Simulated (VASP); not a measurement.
# KZnF3 (Pm-3m) in VASP: single point with HSE06

Aim: the single point of KZnF3 with HSE06.

Everything below comes from runs of VASP 6.6.1. Logs are shortened: lines on timing, memory, paths and dates and some standing lists are left out, and cuts for length are marked.

## 1. The cell of the first run

It takes space group Pm-3m (No. 221, cubic). The conventional cell has a = 4.046 Å, b = 4.046 Å, c = 4.046 Å, α = 90.00°, β = 90.00°, γ = 90.00°. Within 3.8 Å of K (site symmetry m-3m) lie 12 F at 2.86 Å and 8 Zn at 3.50 Å. Zn (site symmetry m-3m) has 6 F at 2.02 Å within 2.7 Å. Within 2.7 Å of F (site symmetry 4/mmm) lie 2 Zn at 2.02 Å.

## 2. Single point, HSE06

POSCAR

```
KZnF3
1.0
    4.0461680185      0.0000000000      0.0000000000
    0.0000000000      4.0461680185      0.0000000000
    0.0000000000      0.0000000000      4.0461680185
K Zn F
1 1 3
Direct
    0.0000000000      0.0000000000      0.0000000000
    0.5000000000      0.5000000000      0.5000000000
    0.5000000000      0.5000000000      0.0000000000
    0.0000000000      0.5000000000      0.5000000000
    0.5000000000      0.0000000000      0.5000000000
```

INCAR.step1

```
SYSTEM = KZnF3
PREC     = Accurate       ! precision mode
ENCUT    = 520            ! plane-wave cutoff, eV
EDIFF    = 1E-5           ! SCF threshold, eV
ISMEAR   = 0              ! smearing method
SIGMA    = 0.01           ! smearing width, eV
LREAL    = .FALSE.        ! projectors in reciprocal space
LASPH    = .TRUE.         ! aspherical terms in the spheres
NELM     = 120            ! most SCF steps
ALGO     = Normal         ! electronic algorithm
ISIF     = 2              ! what is computed and relaxed
LWAVE    = .TRUE.         ! write WAVECAR
LCHARG   = .FALSE.        ! write CHGCAR
GGA      = PE             ! functional
NBANDS   = 29             ! bands
GGA_COMPAT= .FALSE.
```

INCAR.step2

```
SYSTEM = KZnF3
PREC     = Accurate       ! precision mode
ENCUT    = 520            ! plane-wave cutoff, eV
EDIFF    = 1E-6           ! SCF threshold, eV
ISMEAR   = 0              ! smearing method
SIGMA    = 0.01           ! smearing width, eV
LREAL    = .FALSE.        ! projectors in reciprocal space
LASPH    = .TRUE.         ! aspherical terms in the spheres
NELM     = 120            ! most SCF steps
ALGO     = Normal         ! electronic algorithm
ISIF     = 2              ! what is computed and relaxed
LWAVE    = .FALSE.        ! write WAVECAR
LCHARG   = .FALSE.        ! write CHGCAR
GGA      = PE             ! functional
LHFCALC  = .TRUE.         ! exact exchange
HFSCREEN = 0.2079         ! screening, 1/A
PRECFOCK = Normal       
ISTART   = 1            
NBANDS   = 29             ! bands
GGA_COMPAT= .FALSE.
```

KPOINTS

```
Automatic mesh
0
G
  4 4 4
  0 0 0
```

Potentials or basis: VASP PAW PBE potentials, release 64 (K_sv, Zn, F).

Run with:

```console
cat potpaw_PBE.64/K_sv/POTCAR potpaw_PBE.64/Zn/POTCAR potpaw_PBE.64/F/POTCAR > POTCAR
cp INCAR.step1 INCAR
mpirun -np 1 vasp_std > vasp.out
cp INCAR.step2 INCAR
mpirun -np 1 vasp_std > vasp.out
```

OUTCAR:

```text
SYSTEM = KZnF3
   PREC = Accurate
   ENCUT = 520
   EDIFF = 1E-6
   ISMEAR = 0
   LREAL = .FALSE.
   LASPH = .TRUE.
   NELM = 120
   ISIF = 2
   GGA = PE
   LHFCALC = .TRUE.
   HFSCREEN = 0.2079
   PRECFOCK = Normal
   ISTART = 1

 ion  position               nearest neighbor table
   1  0.000  0.000  0.000-
   2  0.500  0.500  0.500-   3 2.02   4 2.02   5 2.02   3 2.02   5 2.02   4 2.02
   3  0.500  0.500  0.000-   2 2.02   2 2.02
   4  0.000  0.500  0.500-   2 2.02   2 2.02
   5  0.500  0.000  0.500-   2 2.02   2 2.02

  LATTYP: Found a simple cubic cell.
 ALAT       =     4.0461680185

  Lattice vectors:

 A1 = (   4.0461680185,   0.0000000000,   0.0000000000)
 A2 = (   0.0000000000,   4.0461680185,   0.0000000000)
 A3 = (   0.0000000000,   0.0000000000,   4.0461680185)

Analysis of symmetry for initial positions (statically):
=====================================================================
 Subroutine PRICEL returns:
 Original cell was already a primitive cell.

 Routine SETGRP: Setting up the symmetry group for a
 simple cubic supercell.

 Subroutine GETGRP returns: Found 48 space group operations
 (whereof 48 operations were pure point group operations)
 out of a pool of 48 trial point group operations.

The static configuration has the point symmetry O_h .

Analysis of symmetry for dynamics (positions and initial velocities):
=====================================================================
 Subroutine PRICEL returns:
 Original cell was already a primitive cell.

 Routine SETGRP: Setting up the symmetry group for a
 simple cubic supercell.

 Subroutine GETGRP returns: Found 48 space group operations
 (whereof 48 operations were pure point group operations)
 out of a pool of 48 trial point group operations.

The dynamic configuration has the point symmetry O_h .

 Subroutine INISYM returns: Found 48 space group operations
 (whereof 48 operations are pure point group operations),
 and found     1 'primitive' translations

----------------------------------------------------------------------------------------

                                     Primitive cell

  volume of cell :      66.2417

  direct lattice vectors                    reciprocal lattice vectors
     4.046168019  0.000000000  0.000000000     0.247147423  0.000000000  0.000000000
     0.000000000  4.046168019  0.000000000     0.000000000  0.247147423  0.000000000
     0.000000000  0.000000000  4.046168019     0.000000000  0.000000000  0.247147423

  length of vectors
     4.046168019  4.046168019  4.046168019     0.247147423  0.247147423  0.247147423

  position of ions in fractional coordinates (direct lattice)
     0.000000000  0.000000000  0.000000000
     0.500000000  0.500000000  0.500000000
     0.500000000  0.500000000  0.000000000
     0.000000000  0.500000000  0.500000000
     0.500000000  0.000000000  0.500000000

  ion indices of the primitive-cell ions
   primitive index   ion index
                 1           1
                 2           2
                 3           3
                 4           4
                 5           5

----------------------------------------------------------------------------------------

 KPOINTS: Automatic mesh

Automatic generation of k-mesh.
 Grid dimensions read from file:
 generate k-points for:    4    4    4

 Generating k-lattice:

  Cartesian coordinates                     Fractional coordinates (reciprocal lattice)
     0.061786856  0.000000000  0.000000000     0.250000000  0.000000000  0.000000000
     0.000000000  0.061786856  0.000000000     0.000000000  0.250000000  0.000000000
     0.000000000  0.000000000  0.061786856     0.000000000  0.000000000  0.250000000

  Length of vectors
     0.061786856  0.061786856  0.061786856

  Shift w.r.t. Gamma in fractional coordinates (k-lattice)
     0.000000000  0.000000000  0.000000000

 Subroutine IBZKPT returns following result:
 ===========================================

 Found     10 irreducible k-points:

 Following reciprocal coordinates:
            Coordinates               Weight
  0.000000  0.000000  0.000000      1.000000
  0.250000  0.000000  0.000000      6.000000
  0.500000  0.000000  0.000000      3.000000
  0.250000  0.250000  0.000000     12.000000
  0.500000  0.250000  0.000000     12.000000
  0.500000  0.500000  0.000000      3.000000
  0.250000  0.250000  0.250000      8.000000
  0.500000  0.250000  0.250000     12.000000
  0.500000  0.500000  0.250000      6.000000
  0.500000  0.500000  0.500000      1.000000
   k-points           NKPTS =     10   k-points in BZ     NKDIM =     64   number of bands    NBANDS=     29
   number of dos      NEDOS =    301   number of ions     NIONS =      5
   total plane-waves  NPLWV =  27000
   dimension x,y,z NGX =    30 NGY =   30 NGZ =   30
   dimension x,y,z NGXF=    60 NGYF=   60 NGZF=   60
   ions per type =               1   1   3
   NGX,Y,Z   is equivalent  to a cutoff of  12.33, 12.33, 12.33 a.u.
   NGXF,Y,Z  is equivalent  to a cutoff of  24.65, 24.65, 24.65 a.u.
 SYSTEM =  KZnF3
   PREC   = accura    normal or accurate (medium, high low for compatibility)
   ISTART =      1    job   : 0-new  1-cont  2-samecut
   ICHARG =      0    charge: 1-file 2-atom 10-const
   ISPIN  =      1    spin polarized calculation?
   LNONCOLLINEAR =      F non collinear calculations
   LSORBIT =      F    spin-orbit coupling
   LASPH  =      T    aspherical Exc in radial PAW
   ENCUT  =  520.0 eV  38.22 Ry    6.18 a.u.   7.52  7.52  7.52*2*pi/ulx,y,z
   NELM   =    120;   NELMIN=  2; NELMDL=  0     # of ELM steps
   EDIFF  = 0.1E-05   stopping-criterion for ELM
   LREAL  =      F    real-space projection
   EDIFFG = 0.1E-04   stopping-criterion for IOM
   NSW    =      0    number of steps for IOM
   IBRION =     -1    ionic relax: 0-MD 1-quasi-New 2-CG
   NFREE  =      0    steps in history (QN), initial steepest desc. (CG)
   ISIF   =      2    stress and relaxation
   ISYM   =      3    0-nonsym 1-usesym 2-fastsym
   POTIM  = 0.5000    time-step for ionic-motion
   TEBEG  =    0.0;   TEEND  =   0.0 temperature during run
   PSTRESS=    0.0 pullay stress
   NELECT =      42.0000    total number of electrons
   NUPDOWN=      -1.0000    fix difference up-down
   EMIN   =  10.00;   EMAX   =-10.00  energy-range for DOS
   EFERMI =   0.00;   METHOD = LEGACY
   ISMEAR =     0;   SIGMA  =   0.01  broadening in eV -4-tet -1-fermi 0-gaus
   EFERMI_NEDOS =   21; number of points for ismear=-14 and -15
   IALGO  =     38    algorithm
   IMIX   =      1    mixing-type and parameters
     AMIX     =   0.40;   BMIX     =  1.00
     AMIX_MAG =   1.60;   BMIX_MAG =  1.00
  volume/ion in A,a.u.               =      13.25        89.40
  Fermi-wavevector in a.u.,A,eV,Ry     =   1.406417  2.657742 26.912432  1.978008
  Thomas-Fermi vector in A             =   2.528779
   LORBIT       =      0    0 simple, 1 ext, 2 COOP (PROOUT), +10 PAW based schemes
   GGA     = PE    functional components
   LHFCALC =     T    Hartree Fock is set to
   PRECFOCK=normal    Normal, Fast or Accurate (Low or Medium for compatibility)
   ENCUT4O =  -1.0   cutoff for four orbital integrals eV
   NKREDX  =     1    reduce k-point grid by
   NKREDY  =     1    reduce k-point grid by
   NKREDZ  =     1    reduce k-point grid by
   AEXX    =    0.2500 exact exchange contribution
   HFSCREEN=    0.2079 screening length (either q_TF or 0.3 A-1)
   HFSCREENC=   0.2079 screening length for correlation (either q_TF or 0.3 A-1)
   ENCUTFOCK=  -1.0 apply spherical cutoff to Coloumb kernel
   IVDW    =     0    specifies the selected vdW correction
   LEPSILON=     F    determine dielectric tensor
   LRPA    =     F    only Hartree local field effects (RPA)
 non-spin polarized calculation
 Gauss-broadening in eV      SIGMA  =   0.01
  energy-cutoff  :      520.00
  volume of cell :       66.24
 maximum number of plane-waves:      1803
  NGX = 24; NGY = 24; NGZ = 24

 number of electron      41.9999980 magnetization

 Free energy of the ion-electron system (eV)
  ---------------------------------------------------
  ext. energy  EPLUGINS =         0.00000000
  ---------------------------------------------------
  free energy    TOTEN  =       -25.62971945 eV

  energy without entropy =      -25.62971945  energy(sigma->0) =      -25.62971945

 E-fermi :  -2.3739     XC(G=0):  -8.1085

 val. band max:       -2.4683120395   @ k =   0.5000   0.5000   0.5000
 cond. band min:       3.7714042153   @ k =   0.0000   0.0000   0.0000
 fundamental gap:      6.2397162548
 Fermi energy:        -2.3739383417

 k-point     1 :       0.0000    0.0000    0.0000
  band No.  band energies     occupation
      1     -30.9636      2.00000
      2     -25.5914      2.00000
      3     -24.9511      2.00000
      4     -24.9511      2.00000
      5     -13.1053      2.00000
      6     -13.1053      2.00000
[... 21 lines left out ...]
     28      11.0997      0.00000
     29      14.4709      0.00000

 k-point     2 :       0.2500    0.0000    0.0000
  band No.  band energies     occupation
      1     -30.9513      2.00000
      2     -25.5216      2.00000
      3     -25.0149      2.00000
      4     -24.9479      2.00000
      5     -13.0973      2.00000
      6     -13.0794      2.00000
[... 21 lines left out ...]
     28      11.2743      0.00000
     29      13.9754      0.00000

 k-point     3 :       0.5000    0.0000    0.0000
  band No.  band energies     occupation
      1     -30.9389      2.00000
      2     -25.4298      2.00000
      3     -25.1004      2.00000
      4     -24.9441      2.00000
      5     -13.0890      2.00000
      6     -13.0532      2.00000
[... 190 lines left out ...]
      5     -13.2237      2.00000
      6     -13.2237      2.00000
[... 21 lines left out ...]
     28      12.6351      0.00000
     29      12.6351      0.00000

 k-point    10 :       0.5000    0.5000    0.5000
  band No.  band energies     occupation
      1     -30.9100      2.00000
      2     -25.0997      2.00000
      3     -25.0997      2.00000
      4     -25.0997      2.00000
      5     -13.2778      2.00000
      6     -13.2778      2.00000
[... 21 lines left out ...]
     28      12.7863      0.00000
     29      13.4854      0.00000

------------------------ aborting loop because EDIFF is reached ----------------------------------------

  FORCE on cell =-STRESS in cart. coord.  units (eV):
  Direction    XX          YY          ZZ          XY          YZ          ZX
  --------------------------------------------------------------------------------------
  -------------------------------------------------------------------------------------
  Total        1.0697240      1.0697240      1.0697240      0.0000000      0.0000000     -0.0000000
  in kB       25.8732256     25.8732256     25.8732256      0.0000000      0.0000000     -0.0000000
  external PRESSURE =      25.8732256 kB  Pullay stress =       0.0000000 kB

 VOLUME and BASIS-vectors are now :
 -----------------------------------------------------------------------------
  energy-cutoff  :      520.00
  volume of cell :       66.24
      direct lattice vectors                 reciprocal lattice vectors
     4.046168019  0.000000000  0.000000000     0.247147423  0.000000000  0.000000000
     0.000000000  4.046168019  0.000000000     0.000000000  0.247147423  0.000000000
     0.000000000  0.000000000  4.046168019     0.000000000  0.000000000  0.247147423

 POSITION                                       TOTAL-FORCE (eV/Angst)
 -----------------------------------------------------------------------------------
      0.00000      0.00000      0.00000         0.000000      0.000000      0.000000
      2.02308      2.02308      2.02308         0.000000      0.000000      0.000000
      2.02308      2.02308      0.00000         0.000000      0.000000      0.000000
      0.00000      2.02308      2.02308         0.000000      0.000000      0.000000
      2.02308      0.00000      2.02308         0.000000      0.000000      0.000000
 -----------------------------------------------------------------------------------
    total drift:                               -0.000002     -0.000002     -0.000002

  FREE ENERGIE OF THE ION-ELECTRON SYSTEM (eV)
  ---------------------------------------------------
  free  energy   TOTEN  =       -25.6297194475 eV

  energy  without entropy=      -25.6297194475  energy(sigma->0) =      -25.62971945
```

Wall time 62 min (1 thread of Intel Xeon 8259CL, shared host); peak memory 0.3 GiB.

Results:

```
Free energy            : -25.6297 eV
Pressure               : 2.6 GPa
Band gap on the k mesh : 6.24 eV (least direct gap 8.02 eV)
```

Caveat: the PAW data sets were made with another functional, which shifts forces and pressure a little.
